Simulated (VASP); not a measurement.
# Ga9P8 (a cell with a defect) in VASP: notebook

Runs on Ga9P8 (a cell with a defect). Level: PBE. Tasks: single point.

All numbers are computed with VASP 6.6.1; they aren't measurements. Logs are shortened: lines on timing, memory, paths and dates and some standing lists are left out, and cuts for length are marked.

**1. The cell of the first run**

The cell holds a defect, 17 atoms: a = 7.785 Å, b = 7.785 Å, c = 7.785 Å, α = 60.00°, β = 60.00°, γ = 60.00°.

**2. Single point, PBE**

The input, INCAR:

```
  ALGO = Normal
  EDIFF = 1E-7
  ENCUT = 520
  GGA = PE
  ISIF = 2
  ISMEAR = 0
  LASPH = T
  LCHARG = F
  LREAL = Auto
  LWAVE = F
  NBANDS = 92
  NELM = 100
  PREC = Accurate
  SIGMA = 0.02
```

The input, KPOINTS:

```
k-points
0
Gamma
  2 2 2
```

The input, POSCAR:

```
Ga9P8
1.0
   -5.5051169764      5.5051169764      0.0000000000
   -5.5051169764      0.0000000000      5.5051169764
    0.0000000000      5.5051169764      5.5051169764
Ga P
9 8
Direct
    0.9994650474      0.9989889449      0.4994140927
    0.4926370342      1.0058611876      0.5056892545
    1.0057416625      0.4928542866      0.5057713600
    1.0057644595      1.0058868910     -0.0075882130
    0.4926196867      0.4925163283      0.5057718141
    0.4927393935      1.0055909845     -0.0073081099
    1.0057051510      0.4924708252     -0.0072756855
    0.4989363554      0.4992179116     -0.0009974357
    0.7494525580      0.7491953427      1.2493240433
    0.8776759914      0.8778062339      0.3776475612
    0.3641445783      0.8773937994      0.3776411126
    0.8776249480      0.3637737415      0.3777765321
    0.8777599133      0.8774020644      0.8640811849
    0.3749988436      0.3751143725      0.3714490553
    0.3750526118      0.8716240764      0.8749831331
    0.8714360695      0.3751281778      0.8750169198
    0.3750011142      0.3748855853      0.8750735036
```

Potentials or basis: VASP PAW PBE potentials, release 64 (Ga_d, P).

Launch:

```bash
> cat potpaw_PBE.64/Ga_d/POTCAR potpaw_PBE.64/P/POTCAR > POTCAR
> mpirun -np 1 vasp_std > vasp.out
```

OUTCAR:

```text
EDIFF = 1E-7
   ENCUT = 520
   GGA = PE
   ISIF = 2
   ISMEAR = 0
   LASPH = T
   LREAL = Auto
   NELM = 100
   PREC = Accurate

 ion  position               nearest neighbor table
   1  0.999  0.999  0.499-  13 2.32  11 2.32  10 2.32  12 2.32
   2  0.493  0.006  0.506-  14 2.35  15 2.35  11 2.45  10 2.45   9 2.82
   3  0.006  0.493  0.506-  16 2.35  14 2.35  10 2.45  12 2.45   9 2.82
   4  0.006  0.006  0.992-  16 2.35  15 2.35  13 2.45  10 2.45   9 2.82
   5  0.493  0.493  0.506-  17 2.35  14 2.35  11 2.45  12 2.45   9 2.83
   6  0.493  0.006  0.993-  17 2.35  15 2.35  11 2.45  13 2.45   9 2.83
   7  0.006  0.492  0.993-  17 2.35  16 2.35  13 2.45  12 2.45   9 2.83
   8  0.499  0.499  0.999-  17 2.37  15 2.37  14 2.37  16 2.37
   9  0.749  0.749  0.249-  10 2.45  13 2.45  11 2.45  12 2.45   3 2.82   4 2.82   2 2.82   7 2.83
                             6 2.83   5 2.83
  10  0.878  0.878  0.378-   1 2.32   3 2.45   2 2.45   9 2.45   4 2.45
  11  0.364  0.877  0.378-   1 2.32   5 2.45   6 2.45   2 2.45   9 2.45
  12  0.878  0.364  0.378-   1 2.32   5 2.45   7 2.45   3 2.45   9 2.45
  13  0.878  0.877  0.864-   1 2.32   4 2.45   7 2.45   6 2.45   9 2.45
  14  0.375  0.375  0.371-   2 2.35   3 2.35   5 2.35   8 2.37
  15  0.375  0.872  0.875-   4 2.35   2 2.35   6 2.35   8 2.37
  16  0.871  0.375  0.875-   4 2.35   3 2.35   7 2.35   8 2.37
  17  0.375  0.375  0.875-   6 2.35   7 2.35   5 2.35   8 2.37

  LATTYP: Found a face centered cubic cell.
 ALAT       =    11.0102339528

  Lattice vectors:

 A1 = (  -5.5051169764,   5.5051169764,   0.0000000000)
 A2 = (  -5.5051169764,   0.0000000000,   5.5051169764)
 A3 = (   0.0000000000,   5.5051169764,   5.5051169764)

Analysis of symmetry for initial positions (statically):
=====================================================================
 Subroutine PRICEL returns:
 Original cell was already a primitive cell.

 Routine SETGRP: Setting up the symmetry group for a
 face centered cubic supercell.

 Subroutine GETGRP returns: Found  1 space group operations
 (whereof  1 operations were pure point group operations)
 out of a pool of 48 trial point group operations.

The static configuration has the point symmetry C_1 .

Analysis of symmetry for dynamics (positions and initial velocities):
=====================================================================
 Subroutine PRICEL returns:
 Original cell was already a primitive cell.

 Routine SETGRP: Setting up the symmetry group for a
 face centered cubic supercell.

 Subroutine GETGRP returns: Found  1 space group operations
 (whereof  1 operations were pure point group operations)
 out of a pool of 48 trial point group operations.

The dynamic configuration has the point symmetry C_1 .

 Subroutine INISYM returns: Found  1 space group operations
 (whereof  1 operations are pure point group operations),
 and found     1 'primitive' translations

----------------------------------------------------------------------------------------

                                     Primitive cell

  volume of cell :     333.6796

  direct lattice vectors                    reciprocal lattice vectors
    -5.505116976  5.505116976  0.000000000    -0.090824591  0.090824591 -0.090824591
    -5.505116976  0.000000000  5.505116976    -0.090824591 -0.090824591  0.090824591
     0.000000000  5.505116976  5.505116976     0.090824591  0.090824591  0.090824591

  length of vectors
     7.785411090  7.785411090  7.785411090     0.157312807  0.157312807  0.157312807

  position of ions in fractional coordinates (direct lattice)
     0.999465047  0.998988945  0.499414093
     0.492637034  0.005861188  0.505689254
     0.005741663  0.492854287  0.505771360
     0.005764459  0.005886891  0.992411787
     0.492619687  0.492516328  0.505771814
     0.492739394  0.005590985  0.992691890
[... 9 lines left out ...]
     0.871436069  0.375128178  0.875016920
     0.375001114  0.374885585  0.875073504

  ion indices of the primitive-cell ions
   primitive index   ion index
                 1           1
                 2           2
                 3           3
                 4           4
                 5           5
                 6           6
[... 9 lines left out ...]
                16          16
                17          17

----------------------------------------------------------------------------------------

 KPOINTS: k-points

Automatic generation of k-mesh.
 Grid dimensions read from file:
 generate k-points for:    2    2    2

 Generating k-lattice:

  Cartesian coordinates                     Fractional coordinates (reciprocal lattice)
    -0.045412296  0.045412296 -0.045412296     0.500000000  0.000000000  0.000000000
    -0.045412296 -0.045412296  0.045412296     0.000000000  0.500000000  0.000000000
     0.045412296  0.045412296  0.045412296     0.000000000  0.000000000  0.500000000

  Length of vectors
     0.078656403  0.078656403  0.078656403

[... 40 lines left out ...]
   IBRION =     -1    ionic relax: 0-MD 1-quasi-New 2-CG
   NFREE  =      0    steps in history (QN), initial steepest desc. (CG)
   ISIF   =      2    stress and relaxation
   ISYM   =      2    0-nonsym 1-usesym 2-fastsym
   POTIM  = 0.5000    time-step for ionic-motion
   TEBEG  =    0.0;   TEEND  =   0.0 temperature during run
   PSTRESS=    0.0 pullay stress
   NELECT =     157.0000    total number of electrons
   NUPDOWN=      -1.0000    fix difference up-down
   EMIN   =  10.00;   EMAX   =-10.00  energy-range for DOS
   EFERMI =   0.00;   METHOD = LEGACY
   ISMEAR =     0;   SIGMA  =   0.02  broadening in eV -4-tet -1-fermi 0-gaus
   EFERMI_NEDOS =   21; number of points for ismear=-14 and -15
   IALGO  =     38    algorithm
   IMIX   =      4    mixing-type and parameters
     AMIX     =   0.40;   BMIX     =  1.00
     AMIX_MAG =   1.60;   BMIX_MAG =  1.00
  volume/ion in A,a.u.               =      19.63       132.46
  Fermi-wavevector in a.u.,A,eV,Ry     =   1.273302  2.406192 22.059106  1.621299
  Thomas-Fermi vector in A             =   2.406133
   LORBIT       =      0    0 simple, 1 ext, 2 COOP (PROOUT), +10 PAW based schemes
   GGA     = PE    functional components
   LHFCALC =     F    Hartree Fock is set to
   AEXX    =    0.0000 exact exchange contribution
   IVDW    =     0    specifies the selected vdW correction
   LEPSILON=     F    determine dielectric tensor
   LRPA    =     F    only Hartree local field effects (RPA)
 non-spin polarized calculation
 Gauss-broadening in eV      SIGMA  =   0.02
  energy-cutoff  :      520.00
  volume of cell :      333.68
 maximum number of plane-waves:      9089
 NGX is ok and might be reduce to    60
   NGX = 29   NGY = 29   NGZ = 29

 number of electron     157.0000008 magnetization

 Free energy of the ion-electron system (eV)
  ---------------------------------------------------
  ext. energy  EPLUGINS =         0.00000000
  ---------------------------------------------------
  free energy    TOTEN  =       -71.67915430 eV

  energy without entropy =      -71.67511567  energy(sigma->0) =      -71.67713498

 E-fermi :   6.2715     XC(G=0): -10.0236

 val. band max:        6.2713417709   @ k =   0.0000   0.0000   0.0000
 cond. band min:       6.2844353203   @ k =   0.0000   0.0000   0.0000
 fundamental gap:      0.0130935495
 Fermi energy:         6.2715335530

 k-point     1 :       0.0000    0.0000    0.0000
  band No.  band energies     occupation
      1      -9.8308      2.00000
      2      -9.8307      2.00000
      3      -9.8305      2.00000
      4      -9.7767      2.00000
      5      -9.7761      2.00000
      6      -9.7761      2.00000
[... 82 lines left out ...]
     89       7.9646      0.00000
     90       7.9660      0.00000

 k-point     2 :       0.5000    0.0000    0.0000
  band No.  band energies     occupation
      1      -9.8157      2.00000
      2      -9.8155      2.00000
      3      -9.8126      2.00000
      4      -9.7772      2.00000
      5      -9.7767      2.00000
      6      -9.7742      2.00000
[... 547 lines left out ...]
     89       9.0709      0.00000
     90       9.3853      0.00000

 k-point     8 :       0.5000    0.0000    0.5000
  band No.  band energies     occupation
      1      -9.8103      2.00000
      2      -9.8102      2.00000
      3      -9.8047      2.00000
      4      -9.7885      2.00000
      5      -9.7714      2.00000
      6      -9.7713      2.00000
[... 82 lines left out ...]
     89       9.0700      0.00000
     90       9.3858      0.00000
 [bands above 90 left out]

------------------------ aborting loop because EDIFF is reached ----------------------------------------

  FORCE on cell =-STRESS in cart. coord.  units (eV):
  Direction    XX          YY          ZZ          XY          YZ          ZX
  --------------------------------------------------------------------------------------
  -------------------------------------------------------------------------------------
  Total       11.5972863     11.6097259     11.6019956     -0.0039979      0.0054748     -0.0319916
  in kB       55.6848829     55.7446124     55.7074949     -0.0191961      0.0262876     -0.1536090
  external PRESSURE =      55.7123301 kB  Pullay stress =       0.0000000 kB

 VOLUME and BASIS-vectors are now :
 -----------------------------------------------------------------------------
  energy-cutoff  :      520.00
  volume of cell :      333.68
      direct lattice vectors                 reciprocal lattice vectors
    -5.505116976  5.505116976  0.000000000    -0.090824591  0.090824591 -0.090824591
    -5.505116976  0.000000000  5.505116976    -0.090824591 -0.090824591  0.090824591
     0.000000000  5.505116976  5.505116976     0.090824591  0.090824591  0.090824591

 POSITION                                       TOTAL-FORCE (eV/Angst)
 -----------------------------------------------------------------------------------
    -11.00172      8.25150      8.24888        -0.003064     -0.005278      0.001588
     -2.74429      5.49590      2.81615         0.003196      0.001158      0.005991
     -2.74483      2.81594      5.49755         0.004622      0.003579     -0.004552
     -0.06414      5.49508      5.49575        -0.006530      0.006714      0.002528
     -5.42329      5.49626      5.49569         0.006937      0.003041     -0.002211
     -2.74337      8.17747      5.49566         0.001141     -0.009291     -0.002581
[... 9 lines left out ...]
     -6.86248      9.61443      6.88219        -0.002928      0.003620     -0.000985
     -4.12821      6.88181      6.88117         0.004280     -0.006636     -0.005337
 -----------------------------------------------------------------------------------
    total drift:                               -0.002678      0.002617      0.004000

  FREE ENERGIE OF THE ION-ELECTRON SYSTEM (eV)
  ---------------------------------------------------
  free  energy   TOTEN  =       -71.6791542951 eV

  energy  without entropy=      -71.6751156714  energy(sigma->0) =      -71.67713498
```

Wall time 6.8 min (1 thread of Intel Xeon 6975P-C (Granite Rapids), shared host); peak memory 0.54 GiB.

Results:

```yaml
Free_energy: -71.6792 eV
Pressure: 5.6 GPa
Largest_force: 0.010 eV/Å
Band_gap_on_the_k_mesh: zero (an odd number of electrons rules out a gap without spin polarisation)
```

Forces on the atoms (eV/Å):
```
Ga  -0.003 -0.005  0.002
Ga   0.003  0.001  0.006
Ga   0.005  0.004 -0.005
Ga  -0.007  0.007  0.003
Ga   0.007  0.003 -0.002
Ga   0.001 -0.009 -0.003
Ga   0.003  0.004 -0.006
Ga  -0.006  0.004  0.004
Ga   0.006  0.003 -0.004
P   -0.003 -0.001 -0.002
P   -0.002 -0.003  0.005
P   -0.005  0.001  0.002
P    0.001 -0.008 -0.001
P    0.002  0.005  0.005
P   -0.003 -0.002  0.003
P   -0.003  0.004 -0.001
P    0.004 -0.007 -0.005
```

Caveat: the k points lie up to 0.49 Å⁻¹ apart, too coarse for converged energies and pressures of a metal.

**3. Single point, PBE**

The input, INCAR:

```
PREC = Accurate ; ENCUT = 520
EDIFF = 1E-6 ; ISMEAR = 0
SIGMA = 0.02 ; LREAL = Auto
LASPH = True ; NELM = 60
ALGO = Normal ; ISIF = 2
LWAVE = False ; LCHARG = False
GGA = PE ; NBANDS = 92
```

The input, KPOINTS:

```
Automatic mesh
0
Gamma
  2 2 2
```

The input, POSCAR:

```
Ga9P8
1.0
    0.0000000000      5.5051169748     -5.5051169748
    5.5051169748      5.5051169748      0.0000000000
    5.5051169748      0.0000000000     -5.5051169748
Ga P
9 8
Direct
    0.4927389395      0.4926909841      0.0055970654
    0.4926188694      0.0057719936      0.0057113228
    1.0057046063      0.4927225911      0.0057204052
    0.9994641395     -0.0005867269     -0.0012484748
    0.4989363555      0.4990037473      0.4994622299
    0.4926371251      0.0056894341      0.4924322249
    1.0057634607      0.4924108811      0.4925580169
    1.0057409362      0.0057719936      0.4922535729
    0.7494516500      0.7493226790      0.7486487606
    0.3750524302      0.3749830402      0.3749601524
    0.3749986621      0.8714502384      0.3750573347
    0.8714348890      0.3750169178      0.3750398056
    0.8776754467      0.8776476544      0.3634900056
    0.3750012051      0.3750735015      0.8716582267
    0.3641434885      0.8776421141      0.8774388486
    0.8777592778      0.3640800930      0.8773765430
    0.8776237675      0.8777761712      0.8774444798
```

Potentials or basis: VASP PAW PBE potentials, release 64 (Ga_d, P).

Launch:

```bash
> cat potpaw_PBE.64/Ga_d/POTCAR potpaw_PBE.64/P/POTCAR > POTCAR
> mpirun -np 1 vasp_std > vasp.out
```

Run time: 5.8 min. Hardware: 1 thread of Intel Xeon 6975P-C (Granite Rapids), shared host; peak memory 0.54 GiB.

Results (log left out):

| Item | Value |
| --- | --- |
| Free energy | -71.6792 eV |
| Pressure | 5.6 GPa |
| Largest force | 0.012 eV/Å |
| Band gap on the k mesh | zero (an odd number of electrons rules out a gap without spin polarisation) |

Forces on the atoms (eV/Å):
```
Ga   0.002 -0.009 -0.003
Ga   0.005  0.002 -0.003
Ga   0.003  0.003 -0.005
Ga  -0.003 -0.005  0.002
Ga  -0.005  0.004  0.003
Ga   0.003  0.002  0.008
Ga  -0.009  0.008  0.002
Ga   0.005  0.003 -0.004
Ga   0.006  0.003 -0.004
P   -0.003 -0.002  0.004
P    0.002  0.005  0.005
P   -0.003  0.003 -0.001
P   -0.003  0.000 -0.002
P    0.005 -0.006 -0.006
P    0.000 -0.003  0.003
P    0.002 -0.008 -0.002
P   -0.006 -0.001  0.003
```

Levels at points of the mesh, in eV from the Fermi level:
| k point | band 75 | band 76 | band 77 | band 78 | band 79 | band 80 | band 81 | band 82 |
| --- | --- | --- | --- | --- | --- | --- | --- | --- |
| (0.00, 0.00, 0.00) | -2.53 | -1.56 | -1.56 | -1.56 | -0.19 | -0.19 | -0.19 | 0.00 |
| (0.50, 0.00, 0.00) | -2.24 | -2.20 | -2.19 | -1.40 | 0.10 | 0.58 | 0.62 | 0.62 |
| (0.00, 0.50, 0.00) | -2.24 | -2.20 | -2.20 | -1.39 | 0.10 | 0.58 | 0.62 | 0.62 |
| (0.00, 0.00, 0.50) | -2.24 | -2.20 | -2.19 | -1.40 | 0.10 | 0.58 | 0.62 | 0.62 |
| (0.50, 0.50, 0.50) | -2.24 | -2.20 | -2.19 | -1.40 | 0.11 | 0.58 | 0.62 | 0.62 |
| (0.50, 0.50, 0.00) | -2.85 | -2.65 | -2.64 | -0.74 | 0.35 | 0.83 | 1.24 | 1.34 |
| (0.00, 0.50, 0.50) | -2.85 | -2.65 | -2.63 | -0.74 | 0.34 | 0.83 | 1.24 | 1.34 |
| (0.50, 0.00, 0.50) | -2.85 | -2.65 | -2.64 | -0.74 | 0.34 | 0.83 | 1.24 | 1.34 |

Caveat: the k points lie up to 0.49 Å⁻¹ apart, too coarse for converged energies and pressures of a metal.

**4. Single point, PBE**

The input, INCAR:

```
ALGO = Normal ; EDIFF = 1E-6
ENCUT = 520 ; GGA = PE
ISIF = 2 ; ISMEAR = 0
LASPH = T ; LCHARG = F
LREAL = Auto ; LWAVE = F
NBANDS = 92 ; NELM = 80
PREC = Accurate ; SIGMA = 0.02
```

The input, KPOINTS:

```
k-points
0
Gamma
  2 2 2
```

The input, POSCAR:

```
Ga9P8
1.0
   -5.5051169764      5.5051169764      0.0000000000
   -5.5051169764      0.0000000000      5.5051169764
    0.0000000000      5.5051169764      5.5051169764
Ga P
9 8
Direct
    1.0057645503      1.0058868002      0.4924117892
    0.4927394843      1.0055908937      0.4926918922
    1.0057051510      0.4924708252      0.4927244074
    0.9994650474      0.9989889449     -0.0005858186
    0.4989364462      0.4992178208      0.4990025665
    0.4926370342      1.0058611876      0.0056893432
    1.0057416625      0.4928542866      0.0057714487
    0.4926196867      0.4925163283      0.0057717211
    0.7494525580      0.7491953427      0.7493239504
    0.8777598225      0.8774021553      0.3640811828
    0.3750526118      0.8716240764      0.3749832218
    0.8714360695      0.3751281778      0.3750168269
    0.8776759914      0.8778062339      0.8776476541
    0.3750010234      0.3748856762      0.3750735014
    0.3641445783      0.8773937994      0.8776412056
    0.8776248571      0.3637738323      0.8777765342
    0.3749989344      0.3751142816      0.8714490574
```

Launch:

```bash
> cat potpaw_PBE.64/Ga_d/POTCAR potpaw_PBE.64/P/POTCAR > POTCAR
> mpirun -np 1 vasp_std > vasp.out
```

Run time: 4.5 min. Hardware: 1 thread of Intel Xeon 6975P-C (Granite Rapids), shared host; peak memory 0.54 GiB.

The run converged. Its results:

```
Free energy            : -71.6792 eV
Pressure               : 5.6 GPa
Largest force          : 0.010 eV/Å
Band gap on the k mesh : zero (an odd number of electrons rules out a gap without spin polarisation)
```

Forces in eV/Å, atoms in the order of the input:
```
Ga  -0.007  0.007  0.003
Ga   0.001 -0.009 -0.003
Ga   0.003  0.004 -0.006
Ga  -0.003 -0.005  0.002
Ga  -0.006  0.004  0.004
Ga   0.003  0.001  0.006
Ga   0.005  0.004 -0.005
Ga   0.007  0.003 -0.002
Ga   0.006  0.003 -0.003
P    0.001 -0.008 -0.001
P   -0.003 -0.002  0.003
P   -0.003  0.004 -0.001
P   -0.003 -0.001 -0.002
P    0.004 -0.007 -0.005
P   -0.002 -0.003  0.005
P   -0.005  0.001  0.002
P    0.002  0.005  0.005
```

Levels at points of the mesh, in eV from the Fermi level:
| k point | band 76 | band 77 | band 78 | band 79 | band 80 | band 81 |
| --- | --- | --- | --- | --- | --- | --- |
| (0.00, 0.00, 0.00) | -1.56 | -1.56 | -1.56 | -0.19 | -0.19 | -0.19 |
| (0.50, 0.00, 0.00) | -2.20 | -2.19 | -1.40 | 0.10 | 0.58 | 0.62 |
| (0.00, 0.50, 0.00) | -2.20 | -2.19 | -1.40 | 0.11 | 0.59 | 0.62 |
| (0.00, 0.00, 0.50) | -2.20 | -2.20 | -1.39 | 0.10 | 0.58 | 0.62 |
| (0.50, 0.50, 0.50) | -2.20 | -2.19 | -1.40 | 0.10 | 0.58 | 0.62 |
| (0.50, 0.50, 0.00) | -2.65 | -2.63 | -0.74 | 0.34 | 0.83 | 1.24 |
| (0.00, 0.50, 0.50) | -2.65 | -2.64 | -0.74 | 0.34 | 0.83 | 1.24 |
| (0.50, 0.00, 0.50) | -2.65 | -2.64 | -0.74 | 0.35 | 0.83 | 1.24 |

Caveat: the k points lie up to 0.49 Å⁻¹ apart, too coarse for converged energies and pressures of a metal.
